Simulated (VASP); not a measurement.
Here is a VASP 6.6.1 calculation.

Contents of INCAR:

```
SYSTEM = PdPt3S8
  ALGO = Normal
  EDIFF = 1E-6
  ENCUT = 520
  GGA = PE
  ISIF = 2
  ISMEAR = 0
  LASPH = .TRUE.
  LCHARG = .TRUE.
  LELF = .TRUE.
  LREAL = .FALSE.
  LVHAR = .TRUE.
  LWAVE = .FALSE.
  NBANDS = 56
  NELM = 100
  PREC = Accurate
  SIGMA = 0.02
```

File KPOINTS:

```
k-points
0
G
  6 6 4
  0 0 0
```

Contents of POSCAR:

```
PdPt3S8
1.0
    7.1443837916      0.0000000000      0.0000000000
   -3.5721918958      6.1872178579      0.0000000000
    0.0000000000      0.0000000000      6.4599378771
Pd Pt S
1 3 8
Direct
    0.0000000000      0.0000000000      0.0000000000
    0.0000000000      0.5000000000      0.0000000000
    0.5000000000      0.5000000000      0.0000000000
    0.5000000000      0.0000000000      0.0000000000
    0.3333333333      0.6666666667      0.8095095590
    0.3342442979      0.1671221490      0.8095150566
    0.8328778510      0.6657557021      0.8095150566
    0.8328778510      0.1671221490      0.8095150566
    0.1671221490      0.8328778510      0.1904849434
    0.1671221490      0.3342442979      0.1904849434
    0.6657557021      0.8328778510      0.1904849434
    0.6666666667      0.3333333333      0.1904904410
```

Potentials or basis: VASP PAW PBE potentials, release 64 (Pd, Pt, S).

Launch:

```console
$ cat potpaw_PBE.64/Pd/POTCAR potpaw_PBE.64/Pt/POTCAR potpaw_PBE.64/S/POTCAR > POTCAR
$ mpirun -np 1 vasp_std > vasp.out
```

(1) Predict the largest force.

(2) Estimate the band gap on the k mesh.

Answers

(1) 0.037 eV/Å.

(2) 1.09 eV, indirect (least direct gap 1.21 eV).

Caveat: spin-orbit coupling is left out, which moves the levels of the heavy elements.
